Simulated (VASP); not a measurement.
# CdSe (m.bgw) (F-43m) in VASP: single point with PBEsol

Aim: the single point of CdSe (m.bgw) with PBEsol.

Program: VASP 6.6.1. These are calculated values, not measurements. Logs are shortened: lines on timing, memory, paths and dates and some standing lists are left out, and cuts for length are marked.

### Step 1. The cell of the first run

It takes space group F-43m (No. 216, cubic). The conventional cell has a = 6.082 Å, b = 6.082 Å, c = 6.082 Å, α = 90.00°, β = 90.00°, γ = 90.00°. Cd (site symmetry -43m) has 4 Se at 2.63 Å within 3.5 Å. Within 3.5 Å of Se (site symmetry -43m) lie 4 Cd at 2.63 Å.

### Step 2. Single point, PBEsol

INCAR

```
SYSTEM = CdSe
PREC = Accurate ; ENCUT = 500
EDIFF = 1E-6 ; ISMEAR = 0
SIGMA = 0.01 ; LREAL = .False.
LASPH = .True. ; NELM = 120
ALGO = Normal ; ISIF = 2
LWAVE = .False. ; LCHARG = .False.
GGA = PS ; NBANDS = 16
GGA_COMPAT = .False.
```

KPOINTS

```
Automatic mesh
0
Gamma
  4 4 4
  0 0 0
```

POSCAR

```
CdSe
1.0
    0.0000000000      3.0409626397      3.0409626397
    3.0409626397      0.0000000000      3.0409626397
    3.0409626397      3.0409626397      0.0000000000
Cd Se
1 1
Direct
    0.0000000000      0.0000000000      0.0000000000
    0.2500000000      0.2500000000      0.2500000000
```

Potentials or basis: VASP PAW PBE potentials, release 64 (Cd, Se).

The run is started by

```
$ cat potpaw_PBE.64/Cd/POTCAR potpaw_PBE.64/Se/POTCAR > POTCAR
$ mpirun -np 1 vasp_std > vasp.out
```

OUTCAR:

```text
SYSTEM = CdSe
   PREC = Accurate
   ENCUT = 500
   EDIFF = 1E-6
   ISMEAR = 0
   LREAL = .False.
   LASPH = .True.
   NELM = 120
   ISIF = 2
   GGA = PS

 ion  position               nearest neighbor table
   1  0.000  0.000  0.000-   2 2.63   2 2.63   2 2.63   2 2.63
   2  0.250  0.250  0.250-   1 2.63   1 2.63   1 2.63   1 2.63

  LATTYP: Found a face centered cubic cell.
 ALAT       =     6.0819252794

  Lattice vectors:

 A1 = (   0.0000000000,   3.0409626397,   3.0409626397)
 A2 = (   3.0409626397,   0.0000000000,   3.0409626397)
 A3 = (   3.0409626397,   3.0409626397,   0.0000000000)

Analysis of symmetry for initial positions (statically):
=====================================================================
 Subroutine PRICEL returns:
 Original cell was already a primitive cell.

 Routine SETGRP: Setting up the symmetry group for a
 face centered cubic supercell.

 Subroutine GETGRP returns: Found 24 space group operations
 (whereof 24 operations were pure point group operations)
 out of a pool of 48 trial point group operations.

The static configuration has the point symmetry T_d .

Analysis of symmetry for dynamics (positions and initial velocities):
=====================================================================
 Subroutine PRICEL returns:
 Original cell was already a primitive cell.

 Routine SETGRP: Setting up the symmetry group for a
 face centered cubic supercell.

 Subroutine GETGRP returns: Found 24 space group operations
 (whereof 24 operations were pure point group operations)
 out of a pool of 48 trial point group operations.

The dynamic configuration has the point symmetry T_d .

 Subroutine INISYM returns: Found 24 space group operations
 (whereof 24 operations are pure point group operations),
 and found     1 'primitive' translations

----------------------------------------------------------------------------------------

                                     Primitive cell

  volume of cell :      56.2423

  direct lattice vectors                    reciprocal lattice vectors
     0.000000000  3.040962640  3.040962640    -0.164421619  0.164421619  0.164421619
     3.040962640  0.000000000  3.040962640     0.164421619 -0.164421619  0.164421619
     3.040962640  3.040962640  0.000000000     0.164421619  0.164421619 -0.164421619

  length of vectors
     4.300570608  4.300570608  4.300570608     0.284786598  0.284786598  0.284786598

  position of ions in fractional coordinates (direct lattice)
     0.000000000  0.000000000  0.000000000
     0.250000000  0.250000000  0.250000000

  ion indices of the primitive-cell ions
   primitive index   ion index
                 1           1
                 2           2

----------------------------------------------------------------------------------------

 KPOINTS: Automatic mesh

Automatic generation of k-mesh.
 Grid dimensions read from file:
 generate k-points for:    4    4    4

 Generating k-lattice:

  Cartesian coordinates                     Fractional coordinates (reciprocal lattice)
    -0.041105405  0.041105405  0.041105405     0.250000000  0.000000000  0.000000000
     0.041105405 -0.041105405  0.041105405     0.000000000  0.250000000  0.000000000
     0.041105405  0.041105405 -0.041105405     0.000000000  0.000000000  0.250000000

  Length of vectors
     0.071196649  0.071196649  0.071196649

  Shift w.r.t. Gamma in fractional coordinates (k-lattice)
     0.000000000  0.000000000  0.000000000

 Subroutine IBZKPT returns following result:
 ===========================================

 Found      8 irreducible k-points:

 Following reciprocal coordinates:
            Coordinates               Weight
  0.000000  0.000000  0.000000      1.000000
  0.250000  0.000000  0.000000      8.000000
  0.500000  0.000000  0.000000      4.000000
  0.250000  0.250000  0.000000      6.000000
  0.500000  0.250000  0.000000     24.000000
 -0.250000  0.250000  0.000000     12.000000
  0.500000  0.500000  0.000000      3.000000
 -0.250000  0.500000  0.250000      6.000000
   k-points           NKPTS =      8   k-points in BZ     NKDIM =      8   number of bands    NBANDS=     16
   number of dos      NEDOS =    301   number of ions     NIONS =      2
   total plane-waves  NPLWV =  32768
   dimension x,y,z NGX =    32 NGY =   32 NGZ =   32
   dimension x,y,z NGXF=    64 NGYF=   64 NGZF=   64
   ions per type =               1   1
   NGX,Y,Z   is equivalent  to a cutoff of  12.37, 12.37, 12.37 a.u.
   NGXF,Y,Z  is equivalent  to a cutoff of  24.74, 24.74, 24.74 a.u.
 SYSTEM =  CdSe
   PREC   = accura    normal or accurate (medium, high low for compatibility)
   ISTART =      0    job   : 0-new  1-cont  2-samecut
   ICHARG =      2    charge: 1-file 2-atom 10-const
   ISPIN  =      1    spin polarized calculation?
   LNONCOLLINEAR =      F non collinear calculations
   LSORBIT =      F    spin-orbit coupling
   LASPH  =      T    aspherical Exc in radial PAW
   ENCUT  =  500.0 eV  36.75 Ry    6.06 a.u.   7.84  7.84  7.84*2*pi/ulx,y,z
   NELM   =    120;   NELMIN=  2; NELMDL= -5     # of ELM steps
   EDIFF  = 0.1E-05   stopping-criterion for ELM
   LREAL  =      F    real-space projection
   EDIFFG = 0.1E-04   stopping-criterion for IOM
   NSW    =      0    number of steps for IOM
   IBRION =     -1    ionic relax: 0-MD 1-quasi-New 2-CG
   NFREE  =      0    steps in history (QN), initial steepest desc. (CG)
   ISIF   =      2    stress and relaxation
   ISYM   =      2    0-nonsym 1-usesym 2-fastsym
   POTIM  = 0.5000    time-step for ionic-motion
   TEBEG  =    0.0;   TEEND  =   0.0 temperature during run
   PSTRESS=    0.0 pullay stress
   NELECT =      18.0000    total number of electrons
   NUPDOWN=      -1.0000    fix difference up-down
   EMIN   =  10.00;   EMAX   =-10.00  energy-range for DOS
   EFERMI =   0.00;   METHOD = LEGACY
   ISMEAR =     0;   SIGMA  =   0.01  broadening in eV -4-tet -1-fermi 0-gaus
   EFERMI_NEDOS =   21; number of points for ismear=-14 and -15
   IALGO  =     38    algorithm
   IMIX   =      4    mixing-type and parameters
     AMIX     =   0.40;   BMIX     =  1.00
     AMIX_MAG =   1.60;   BMIX_MAG =  1.00
  volume/ion in A,a.u.               =      28.12       189.77
  Fermi-wavevector in a.u.,A,eV,Ry     =   1.119811  2.116135 17.061377  1.253976
  Thomas-Fermi vector in A             =   2.256452
   LORBIT       =      0    0 simple, 1 ext, 2 COOP (PROOUT), +10 PAW based schemes
   GGA     = PS    functional components
   LHFCALC =     F    Hartree Fock is set to
   AEXX    =    0.0000 exact exchange contribution
   IVDW    =     0    specifies the selected vdW correction
   LEPSILON=     F    determine dielectric tensor
   LRPA    =     F    only Hartree local field effects (RPA)
 non-spin polarized calculation
 Gauss-broadening in eV      SIGMA  =   0.01
  energy-cutoff  :      500.00
  volume of cell :       56.24
 maximum number of plane-waves:      1458
   NGX = 15   NGY = 15   NGZ = 15

 number of electron      18.0000002 magnetization

 Free energy of the ion-electron system (eV)
  ---------------------------------------------------
  ext. energy  EPLUGINS =         0.00000000
  ---------------------------------------------------
  free energy    TOTEN  =        -6.12388124 eV

  energy without entropy =       -6.12388124  energy(sigma->0) =       -6.12388124

 E-fermi :   0.9244     XC(G=0):  -9.0881

 val. band max:        0.8445941841   @ k =   0.0000   0.0000   0.0000
 cond. band min:       1.3107593501   @ k =   0.0000   0.0000   0.0000
 fundamental gap:      0.4661651661
 Fermi energy:         0.9243758701

 k-point     1 :       0.0000    0.0000    0.0000
  band No.  band energies     occupation
      1     -11.7751      2.00000
      2      -7.0995      2.00000
      3      -7.0995      2.00000
      4      -7.0995      2.00000
      5      -6.7210      2.00000
      6      -6.7210      2.00000
[... 8 lines left out ...]
     15      11.8923      0.00000
     16      11.8923      0.00000

 k-point     2 :       0.2500    0.0000    0.0000
  band No.  band energies     occupation
      1     -11.5859      2.00000
      2      -7.0441      2.00000
      3      -7.0441      2.00000
      4      -6.8902      2.00000
      5      -6.7191      2.00000
      6      -6.7191      2.00000
[... 8 lines left out ...]
     15      10.8287      0.00000
     16      10.8287      0.00000

 k-point     3 :       0.5000    0.0000    0.0000
  band No.  band energies     occupation
      1     -11.3932      2.00000
      2      -7.0046      2.00000
      3      -7.0046      2.00000
      4      -6.6971      2.00000
      5      -6.6971      2.00000
      6      -6.4248      2.00000
[... 8 lines left out ...]
     15      12.9068      0.00000
     16      12.9068      0.00000

 k-point     4 :       0.2500    0.2500    0.0000
  band No.  band energies     occupation
      1     -11.5242      2.00000
      2      -6.9769      2.00000
      3      -6.9769      2.00000
      4      -6.9431      2.00000
      5      -6.7297      2.00000
      6      -6.6913      2.00000
[... 8 lines left out ...]
     15      12.4088      0.00000
     16      13.9189      0.00000

 k-point     5 :       0.5000    0.2500    0.0000
  band No.  band energies     occupation
      1     -11.3346      2.00000
      2      -6.9597      2.00000
      3      -6.9170      2.00000
      4      -6.7879      2.00000
      5      -6.6861      2.00000
      6      -6.3924      2.00000
[... 8 lines left out ...]
     15      13.1584      0.00000
     16      13.8016      0.00000

 k-point     6 :      -0.2500    0.2500    0.0000
  band No.  band energies     occupation
      1     -11.3969      2.00000
      2      -6.9786      2.00000
      3      -6.9727      2.00000
      4      -6.7371      2.00000
      5      -6.7309      2.00000
      6      -6.5157      2.00000
[... 8 lines left out ...]
     15      11.9961      0.00000
     16      13.8401      0.00000

 k-point     7 :       0.5000    0.5000    0.0000
  band No.  band energies     occupation
      1     -11.2730      2.00000
      2      -6.9110      2.00000
      3      -6.8345      2.00000
      4      -6.8345      2.00000
      5      -6.6613      2.00000
      6      -6.3610      2.00000
[... 8 lines left out ...]
     15      13.2133      0.00000
     16      14.1466      0.00000

 k-point     8 :      -0.2500    0.5000    0.2500
  band No.  band energies     occupation
      1     -11.2740      2.00000
      2      -6.9133      2.00000
      3      -6.9051      2.00000
      4      -6.7560      2.00000
      5      -6.7172      2.00000
      6      -6.2312      2.00000
[... 8 lines left out ...]
     15      13.3736      0.00000
     16      13.8636      0.00000

------------------------ aborting loop because EDIFF is reached ----------------------------------------

  FORCE on cell =-STRESS in cart. coord.  units (eV):
  Direction    XX          YY          ZZ          XY          YZ          ZX
  --------------------------------------------------------------------------------------
  -------------------------------------------------------------------------------------
  Total        0.1911228      0.1911228      0.1911228      0.0000000      0.0000000     -0.0000000
  in kB        5.4445222      5.4445222      5.4445222      0.0000000      0.0000000     -0.0000000
  external PRESSURE =       5.4445222 kB  Pullay stress =       0.0000000 kB

 VOLUME and BASIS-vectors are now :
 -----------------------------------------------------------------------------
  energy-cutoff  :      500.00
  volume of cell :       56.24
      direct lattice vectors                 reciprocal lattice vectors
     0.000000000  3.040962640  3.040962640    -0.164421619  0.164421619  0.164421619
     3.040962640  0.000000000  3.040962640     0.164421619 -0.164421619  0.164421619
     3.040962640  3.040962640  0.000000000     0.164421619  0.164421619 -0.164421619

 POSITION                                       TOTAL-FORCE (eV/Angst)
 -----------------------------------------------------------------------------------
      0.00000      0.00000      0.00000         0.000000      0.000000     -0.000000
      1.52048      1.52048      1.52048        -0.000000     -0.000000      0.000000
 -----------------------------------------------------------------------------------
    total drift:                                0.000000      0.000000      0.000000

  FREE ENERGIE OF THE ION-ELECTRON SYSTEM (eV)
  ---------------------------------------------------
  free  energy   TOTEN  =        -6.1238812442 eV

  energy  without entropy=       -6.1238812442  energy(sigma->0) =       -6.12388124
```

Run time: 3.8 s. Hardware: 1 thread of Intel Xeon 6975P-C (Granite Rapids), shared host; peak memory 0.17 GiB.

What came out:

```yaml
Free_energy: -6.1239 eV
Pressure: 0.5 GPa
Band_gap_on_the_k_mesh: 0.47 eV, direct
```

Levels at points of the mesh, in eV from the valence-band top:
| k point | band 7 | band 8 | band 9 | band 10 | band 11 | band 12 |
| --- | --- | --- | --- | --- | --- | --- |
| (0.00, 0.00, 0.00) | 0.00 | 0.00 | 0.00 | 0.47 | 5.83 | 5.83 |
| (0.50, 0.00, 0.00) | -4.46 | -0.76 | -0.76 | 2.27 | 6.34 | 6.34 |
| (0.50, 0.50, 0.00) | -4.15 | -1.89 | -1.89 | 2.98 | 3.66 | 8.98 |

Caveat: the k points lie up to 0.45 Å⁻¹ apart; the PAW data sets were made with another functional, which shifts forces and pressure a little. As with any semilocal functional, this PBEsol gap is likely too small.
